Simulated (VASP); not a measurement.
Wanted: the native input for a VASP 6.6.1 run.

```yaml
Task: relaxation of cell and atoms
Functional: PBE
Potentials_or_basis: VASP PAW PBE potentials, release 64 (Be, Cd, F)
Cutoff: 600 eV
k_mesh: 4 × 4 × 4
Occupations: gaussian, width 0.1 eV
Spin: no spin polarisation
Dipole_correction: no
Further_INCAR_settings: ALGO = Normal; EDIFF = 1e-07; IBRION = 2; EDIFFG = -0.04; NSW = 90; ISIF = 3
```

The structure of Be2CdF6 lies in POSCAR:

```
Be2CdF6
1.0
    0.0000000000      4.4046448500      4.4046448500
    4.4046448500      0.0000000000      4.4046448500
    4.4046448500      4.4046448500      0.0000000000
Be Cd F
2 1 6
Direct
    0.7500000000      0.7500000000      0.7500000000
    0.2500000000      0.2500000000      0.2500000000
    0.0000000000      0.0000000000      0.0000000000
    0.5000000000      0.0000000000      0.0000000000
    0.0000000000      0.5000000000      0.5000000000
    0.0000000000      0.5000000000      0.0000000000
    0.5000000000      0.0000000000      0.5000000000
    0.0000000000      0.0000000000      0.5000000000
    0.5000000000      0.5000000000      0.0000000000
```

This cell differs from its parent crystal: atoms taken out.

These files were run (other wordings do the same):

INCAR

```
SYSTEM = Be2CdF6
ALGO     = Normal         ! electronic algorithm
EDIFF    = 1E-7           ! SCF threshold, eV
EDIFFG   = -0.04          ! ionic threshold
ENCUT    = 600            ! plane-wave cutoff, eV
GGA      = PE             ! functional
IBRION   = 2              ! ionic algorithm
ISIF     = 3              ! what is computed and relaxed
ISMEAR   = 0              ! smearing method
LASPH    = .True.         ! aspherical terms in the spheres
LCHARG   = .False.        ! write CHGCAR
LREAL    = .False.        ! projectors in reciprocal space
LWAVE    = .False.        ! write WAVECAR
NELM     = 80             ! most SCF steps
NSW      = 90             ! ionic steps
PREC     = Accurate       ! precision mode
SIGMA    = 0.1            ! smearing width, eV
```

KPOINTS

```
k-points
0
Gamma
  4 4 4
  0 0 0
```

Potentials or basis: VASP PAW PBE potentials, release 64 (Be, Cd, F).

The run is started by

```sh
$ cat potpaw_PBE.64/Be/POTCAR potpaw_PBE.64/Cd/POTCAR potpaw_PBE.64/F/POTCAR > POTCAR
$ mpirun -np 1 vasp_std > vasp.out
```

It gave:

```yaml
Relaxed_volume: 9.92 Å³/atom
Relaxed_cell: a = 5.016 Å, b = 5.016 Å, c = 5.016 Å, α = 60.00°, β = 60.00°, γ = 60.00°
Space_group_after_relaxing_to_0.1_Å: Fm-3m (No. 225)
Pressure_after_relaxing: -0.2 GPa
Band_gap_on_the_k_mesh: 3.20 eV
```

Caveat: the cell differs from its parent crystal (atoms taken out); the volume moved by over 15 % at a fixed basis, so the end points are rough.

Run time: 3.6 min on 1 thread of Intel(R) Xeon(R) Platinum 8481C CPU @ 2.70GHz (Sapphire Rapids) (shared host), peak memory 0.41 GiB.
